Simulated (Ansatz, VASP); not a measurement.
**Two plane-wave programs on MgO**

The input INCAR:

```
SYSTEM = MgO
  ALGO = Normal
  EDIFF = 1E-6
  ENCUT = 520
  GGA = PS
  ISIF = 2
  ISMEAR = 0
  LASPH = .TRUE.
  LCHARG = .FALSE.
  LREAL = .FALSE.
  LWAVE = .FALSE.
  NBANDS = 16
  NELM = 100
  PREC = Accurate
  SIGMA = 0.05
```

File KPOINTS:

```
k-points
0
G
  9 9 6
  0 0 0
```

The input POSCAR:

```
MgO
1.0
    3.3077869865      0.0000000000      0.0000000000
   -1.6538934933      2.8646275606      0.0000000000
    0.0000000000      0.0000000000      4.9828816700
Mg O
2 2
Direct
    0.3333333333      0.6666666667     -0.0078746143
    0.6666666667      0.3333333333      0.4921253857
    0.3333333333      0.6666666667      0.4024402600
    0.6666666667      0.3333333333      0.9024402600
```

Input for Ansatz:

```yaml
crystal:
  lattice:
    - [3.3077869865, 0.0, 0.0]
    - [-1.6538934933, 2.8646275606, 0.0]
    - [0.0, 0.0, 4.98288167]
  atoms:
    - { symbol: Mg, position: [0.3333333333, 0.6666666667, -0.0078746143] }
    - { symbol: Mg, position: [0.6666666667, 0.3333333333, 0.4921253857] }
    - { symbol: O, position: [0.3333333333, 0.6666666667, 0.40244026] }
    - { symbol: O, position: [0.6666666667, 0.3333333333, 0.90244026] }
basis:
  ecutwfc: 420
kpoints:
  mp_grid: { grid: [9, 9, 6] }
hamiltonian:
  xc: pbesol
scf:
  occupations: { method: gaussian, width: 0.05 }
output:
  forces: true
  stress: true
  eigenvalues: true
```

Change from the starting cell: all Mg atoms moved -0.050 Å, as atom 1 along Cartesian [0 0 1].

Alike in both runs: task single point; functional PBEsol; k mesh 9 × 9 × 6; occupations gaussian, width 0.05 eV; no spin polarisation.

|  | VASP | Ansatz |
| --- | --- | --- |
| version | VASP 6.6.1 | Ansatz 0.2.0 |
| potentials or method | VASP PAW PBE potentials, release 64 (Mg, O), cutoff 520 eV | scalar-relativistic, plane waves, PAW |
| valence electrons in the cell | 16 | 32 |

Ansatz gave:

| Item | Value |
| --- | --- |
| gap on the k mesh at the Fermi level (eV) | 3.27 |
| least direct gap on the mesh (eV) | 3.27 |
| pressure (GPa) | 0.2 |
| traceless stress, the component that is largest in VASP (GPa) | -3.14 |
| rms of the force components (eV/Å) | 0.160 |

Q: Which values does VASP return?

A: gap on the k mesh at the Fermi level (eV): 3.27; least direct gap on the mesh (eV): 3.27; pressure (GPa): -0.1; traceless stress, the component that is largest in VASP (GPa): -3.16; rms of the force components (eV/Å): 0.162.

VASP's potentials were made for PBE, not for PBEsol. Atom by atom the forces differ by 0.002 eV/Å (rms over components). VASP's potentials hold 16 valence electrons a cell and Ansatz's 32, so a difference there can come from the potentials and not from the codes.
